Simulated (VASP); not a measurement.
# GaP (R-3m) in VASP: further runs, part 2 of 2

VASP 6.6.1.

## (3) Single point, PBE (17.66 Å³/atom)

Input file INCAR:

```
  PREC = Accurate
  ENCUT = 520
  EDIFF = 1E-6
  ISMEAR = 0
  SIGMA = 0.05
  LREAL = F
  LASPH = T
  NELM = 60
  ALGO = Normal
  ISIF = 2
  LWAVE = F
  LCHARG = F
  GGA = PE
  NBANDS = 26
```

Input file KPOINTS:

```
regular mesh
0
Gamma
  9 9 9
```

Input file POSCAR:

```
GaP
1.0
    1.8825209540      1.0868739795      5.7551175591
   -1.8825209540      1.0868739795      5.7551175591
    0.0000000000     -2.1737479591      5.7551175591
Ga P
2 2
Direct
    0.4355841032      0.4355841032      0.4355841032
    0.5644158968      0.5644158968      0.5644158968
    0.0575077006      0.0575077006      0.0575077006
    0.9424922994      0.9424922994      0.9424922994
```

Potentials or basis: VASP PAW PBE potentials, release 64 (Ga_d, P).

On the command line:

```bash
$ cat potpaw_PBE.64/Ga_d/POTCAR potpaw_PBE.64/P/POTCAR > POTCAR
$ mpirun -np 1 vasp_std > vasp.out
```

OUTCAR:

```text
PREC = Accurate
   ENCUT = 520
   EDIFF = 1E-6
   ISMEAR = 0
   LREAL = F
   LASPH = T
   NELM = 60
   ISIF = 2
   GGA = PE

 ion  position               nearest neighbor table
   1  0.436  0.436  0.436-   2 2.22   3 2.31   3 2.31   3 2.31
   2  0.564  0.564  0.564-   1 2.22   4 2.31   4 2.31   4 2.31
   3  0.058  0.058  0.058-   4 1.99   1 2.31   1 2.31   1 2.31
   4  0.942  0.942  0.942-   3 1.99   2 2.31   2 2.31   2 2.31

  LATTYP: Found a trigonal (rhomboedric) cell.
 ALAT       =     6.1519556491
 COS(alpha) =     0.8127235183

  Lattice vectors:

 A1 = (   1.8825209540,   1.0868739795,   5.7551175591)
 A2 = (  -1.8825209540,   1.0868739795,   5.7551175591)
 A3 = (   0.0000000000,  -2.1737479591,   5.7551175591)

Analysis of symmetry for initial positions (statically):
=====================================================================
 Subroutine PRICEL returns:
 Original cell was already a primitive cell.
[... 171 lines left out ...]
  free energy    TOTEN  =       -16.70811473 eV

  energy without entropy =      -16.70811473  energy(sigma->0) =      -16.70811473

 E-fermi :   6.6698     XC(G=0): -10.4619

 val. band max:        6.4609533803   @ k =   0.0000   0.0000   0.0000
 cond. band min:       7.1774734147   @ k =  -0.4444  -0.4444   0.1111
 fundamental gap:      0.7165200344
 Fermi energy:         6.6697557162

 k-point     1 :       0.0000    0.0000    0.0000
  band No.  band energies     occupation
      1      -8.8102      2.00000
      2      -8.5282      2.00000
      3      -8.5282      2.00000
      4      -8.4491      2.00000
      5      -8.4491      2.00000
      6      -8.3713      2.00000
[... 685 lines left out ...]
     25      15.5665      0.00000
     26      16.4074      0.00000

 [... further k-points ...]

------------------------ aborting loop because EDIFF is reached ----------------------------------------

  FORCE on cell =-STRESS in cart. coord.  units (eV):
  Direction    XX          YY          ZZ          XY          YZ          ZX
  --------------------------------------------------------------------------------------
  -------------------------------------------------------------------------------------
  Total        4.5725747      4.5725747     17.8828061      0.0000000     -0.0000000      0.0000000
  in kB      103.6924016    103.6924016    405.5288803      0.0000000     -0.0000000      0.0000000
  external PRESSURE =     204.3045612 kB  Pullay stress =       0.0000000 kB

 VOLUME and BASIS-vectors are now :
 -----------------------------------------------------------------------------
  energy-cutoff  :      520.00
  volume of cell :       70.65
      direct lattice vectors                 reciprocal lattice vectors
     1.882520954  1.086873979  5.755117559     0.265601293  0.153344978  0.057919466
    -1.882520954  1.086873979  5.755117559    -0.265601293  0.153344978  0.057919466
     0.000000000 -2.173747959  5.755117559     0.000000000 -0.306689956  0.057919466

 POSITION                                       TOTAL-FORCE (eV/Angst)
 -----------------------------------------------------------------------------------
      0.00000     -0.00000      7.52051         0.000000      0.000000     -1.072058
      0.00000     -0.00000      9.74484         0.000000     -0.000000      1.072058
      0.00000     -0.00000      0.99289         0.000000     -0.000000      2.869597
      0.00000     -0.00000     16.27246         0.000000      0.000000     -2.869597
 -----------------------------------------------------------------------------------
    total drift:                               -0.000000      0.000000      0.000000

  FREE ENERGIE OF THE ION-ELECTRON SYSTEM (eV)
  ---------------------------------------------------
  free  energy   TOTEN  =       -16.7081147286 eV

  energy  without entropy=      -16.7081147286  energy(sigma->0) =      -16.70811473
```

Run time: 3.1 min. Hardware: 1 thread of Intel Xeon Platinum 8488C (Sapphire Rapids), shared host; peak memory 0.39 GiB.

What came out:

```
Free energy            : -16.7081 eV
Pressure               : 20.4 GPa
Largest force          : 2.870 eV/Å
Band gap on the k mesh : 0.72 eV (least direct gap 0.84 eV)
```

Forces in eV/Å, atoms in the order of the input:
```
Ga   0.000  0.000 -1.072
Ga   0.000  0.000  1.072
P    0.000  0.000  2.870
P    0.000  0.000 -2.870
```

Stress tensor (GPa, compression positive):
```
10.37  0.00  0.00
 0.00 10.37  0.00
 0.00  0.00 40.55
```

Levels at points of the mesh, in eV from the valence-band top:
```tsv
k point	band 16	band 17	band 18	band 19	band 20	band 21
(0.00, 0.00, 0.00)	-0.12	0.00	0.00	0.84	2.76	3.29
```

Caveat: the cell stands under pressure; an odd mesh through Γ misses points on the zone boundary, where band edges can lie; forces of over 1 eV/Å act on the atoms, so gaps and moduli don't describe the material at rest.

## (4) Single point, PBE (17.66 Å³/atom)

Input file INCAR:

```
ALGO = Normal
EDIFF = 1E-6
ENCUT = 520
GGA = PE
ISIF = 2
ISMEAR = 0
LASPH = T
LCHARG = T
LELF = T
LREAL = F
LVHAR = T
LWAVE = F
NBANDS = 26
NELM = 60
PREC = Accurate
SIGMA = 0.05
```

Input file KPOINTS:

```
k-points
0
Gamma
  9 9 9
```

Input file POSCAR:

```
GaP
1.0
    1.8327411753      1.0581336109      6.0719972076
   -1.8327411753      1.0581336109      6.0719972076
    0.0000000000     -2.1162672218      6.0719972076
Ga P
2 2
Direct
    0.4355841032      0.4355841032      0.4355841032
    0.5644158968      0.5644158968      0.5644158968
    0.0575077006      0.0575077006      0.0575077006
    0.9424922994      0.9424922994      0.9424922994
```

On the command line:

```bash
$ cat potpaw_PBE.64/Ga_d/POTCAR potpaw_PBE.64/P/POTCAR > POTCAR
$ mpirun -np 1 vasp_std > vasp.out
```

Run time: 3.7 min. Hardware: 1 thread of Intel Xeon Platinum 8488C (Sapphire Rapids), shared host; peak memory 0.39 GiB.

Results (log left out):

```yaml
Free_energy: -17.0874 eV
Pressure: 18.2 GPa
Largest_force: 0.483 eV/Å
Band_gap_on_the_k_mesh: 0.70 eV (least direct gap 1.50 eV)
```

Forces on the atoms (eV/Å):
```
Ga   0.000  0.000  0.216
Ga   0.000  0.000 -0.216
P    0.000  0.000  0.483
P    0.000  0.000 -0.483
```

Stress tensor (GPa, compression positive):
```
17.26  0.00  0.00
 0.00 17.26  0.00
 0.00  0.00 20.03
```

Levels at points of the mesh, in eV from the valence-band top:
| k point | band 15 | band 16 | band 17 | band 18 | band 19 | band 20 | band 21 | band 22 |
| --- | --- | --- | --- | --- | --- | --- | --- | --- |
| (0.00, 0.00, 0.00) | -2.14 | -0.33 | 0.00 | 0.00 | 1.50 | 2.52 | 3.33 | 3.66 |

Caveat: the cell stands under pressure; an odd mesh through Γ misses points on the zone boundary, where band edges can lie.

## (5) Single point, PBE (17.66 Å³/atom)

Input file INCAR:

```
SYSTEM = GaP
  ALGO = Normal
  EDIFF = 1E-6
  ENCUT = 520
  GGA = PE
  ISIF = 2
  ISMEAR = 0
  LASPH = .True.
  LCHARG = .True.
  LELF = .True.
  LREAL = .False.
  LVHAR = .True.
  LWAVE = .False.
  NBANDS = 26
  NELM = 80
  PREC = Accurate
  SIGMA = 0.05
```

Input file KPOINTS:

```
k-points
0
Gamma
  9 9 9
  0 0 0
```

Input file POSCAR:

```
GaP
1.0
    1.7842827109      1.0301561034      6.4062886452
   -1.7842827109      1.0301561034      6.4062886452
    0.0000000000     -2.0603122069      6.4062886452
Ga P
2 2
Direct
    0.4355841032      0.4355841032      0.4355841032
    0.5644158968      0.5644158968      0.5644158968
    0.0575077006      0.0575077006      0.0575077006
    0.9424922994      0.9424922994      0.9424922994
```

On the command line:

```bash
$ cat potpaw_PBE.64/Ga_d/POTCAR potpaw_PBE.64/P/POTCAR > POTCAR
$ mpirun -np 1 vasp_std > vasp.out
```

It took 4.6 min on 1 thread of Intel Xeon Platinum 8488C (Sapphire Rapids), shared host; peak memory 0.41 GiB.

Results (log left out):

| Item | Value |
| --- | --- |
| Free energy | -16.8782 eV |
| Pressure | 18.4 GPa |
| Largest force | 1.089 eV/Å |
| Band gap on the k mesh | 0.34 eV (least direct gap 0.97 eV) |

Forces in eV/Å, atoms in the order of the input:
```
Ga   0.000  0.000  1.089
Ga   0.000  0.000 -1.089
P    0.000  0.000 -1.052
P    0.000  0.000  1.052
```

Stress tensor (GPa, compression positive):
```
24.94  0.00  0.00
 0.00 24.94  0.00
 0.00  0.00  5.23
```

Levels at points of the mesh, in eV from the valence-band top:
| k point | band 15 | band 16 | band 17 | band 18 | band 19 | band 20 | band 21 | band 22 |
| --- | --- | --- | --- | --- | --- | --- | --- | --- |
| (0.00, 0.00, 0.00) | -1.70 | -0.74 | 0.00 | 0.00 | 0.97 | 2.17 | 3.79 | 4.00 |

Caveat: the cell stands under pressure; an odd mesh through Γ misses points on the zone boundary, where band edges can lie; forces of over 1 eV/Å act on the atoms, so gaps and moduli don't describe the material at rest.

## (6) Summary

```tsv
cell	gap on the mesh (eV)	pressure (GPa)	largest force (eV/Å)
a = 6.887 Å, angles 29.6°, 4 atoms	0.08	19.2	1.57
a = 6.152 Å, angles 35.6°, 4 atoms	0.72	20.4	2.87
a = 6.430 Å, angles 33.1°, 4 atoms	0.70	18.2	0.48
a = 6.729 Å, angles 30.8°, 4 atoms	0.34	18.4	1.09
```

Alike in all rows: task single point; level PBE; potentials or basis VASP PAW PBE potentials, release 64 (Ga_d, P); no spin polarisation; k mesh 9 × 9 × 9; cutoff (eV) 520; smearing gaussian 0.05 eV.

Caveats: the cell stands under pressure; an odd mesh through Γ misses points on the zone boundary, where band edges can lie; forces of over 1 eV/Å act on the atoms, so gaps and moduli don't describe the material at rest (at least some runs).

Total energies depend on the potentials used, so only differences within one code and one set of settings carry meaning.
